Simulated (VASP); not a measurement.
A run of VASP 6.6.1 is set up as follows.

File INCAR:

```
SYSTEM = Te
  ALGO = Normal
  EDIFF = 1E-7
  ENCUT = 520
  GGA = PS
  ISIF = 2
  ISMEAR = -1
  LASPH = .TRUE.
  LCHARG = .FALSE.
  LREAL = .FALSE.
  LWAVE = .FALSE.
  NBANDS = 20
  NELM = 100
  PREC = Accurate
  SIGMA = 0.1
```

Contents of KPOINTS:

```
k-points
0
G
  10 10 4
  0 0 0
```

Contents of POSCAR:

```
Te
1.0
    4.0732963492      0.0000000000      0.0000000000
   -2.0366481746      3.5275781156      0.0000000000
    0.0000000000      0.0000000000      8.6814210272
Te
4
Direct
    1.0000000000      0.0000000000      0.0000000000
    1.0000000000      0.0000000000      0.5000000000
    0.3333333333      0.6666666667      0.2500000000
    0.6666666667      0.3333333333      0.7500000000
```

Potentials or basis: VASP PAW PBE potentials, release 64 (Te).

Run with:

```console
$ cat potpaw_PBE.64/Te/POTCAR > POTCAR
$ mpirun -np 1 vasp_std > vasp.out
```

Q: Predict the band gap on the k mesh.

A: Zero (bands 12 and 13 overlap by 2.07 eV).

Q: Predict the pressure.

A: -2.1 GPa.

Stress tensor (GPa, compression positive):
```
-1.58  0.00  0.00
 0.00 -1.58  0.00
 0.00  0.00 -3.00
```

Caveat: the PAW data sets were made with another functional, which shifts forces and pressure a little; spin-orbit coupling is left out, which moves the levels of the heavy elements.
